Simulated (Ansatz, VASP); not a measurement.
LuBe6: VASP beside Ansatz

```
Lu Be
1.0
     4.69042    0.00000    0.00000
     0.00000    4.69042    0.00000
     0.00000    0.00000    4.69042
Lu Be
1 6
Direct
  0.50000 0.50000 0.50000
  0.00000 0.00000 0.30441
  0.00000 0.00000 0.69559
  0.30441 0.00000 0.00000
  0.69559 0.00000 0.00000
  0.00000 0.30441 0.00000
  0.00000 0.69559 0.00000
```

Change from the starting cell: species swapped into the CaB6 type (Pm-3m, No. 221).

Alike in both runs: functional PBE; k mesh 4 × 4 × 4; occupations gaussian, width 0.1 eV; no spin polarisation.

Ansatz relaxed the structure, and its values are those at the end. VASP's run is a single point on that final structure, the one shown.

|  | VASP | Ansatz |
| --- | --- | --- |
| version | VASP 6.6.1 | Ansatz 0.2.0 |
| potentials or method | VASP PAW PBE potentials, release 64 (Lu, Be), cutoff 520 eV | scalar-relativistic, plane waves, PAW |
| valence electrons in the cell | 37 | 37 |

VASP gave:

```
gap on the k mesh at the Fermi level (eV) : none
pressure (GPa)                            : 0.2
rms of the force components (eV/Å)        : 0.002
```

**Question.** Which values does Ansatz return?

**Answer.** gap on the k mesh at the Fermi level (eV): none; pressure (GPa): 0.2; rms of the force components (eV/Å): 0.008.

A gap of «none» marks a metal or a gap that the smearing closes.

Spin-orbit coupling is off throughout.
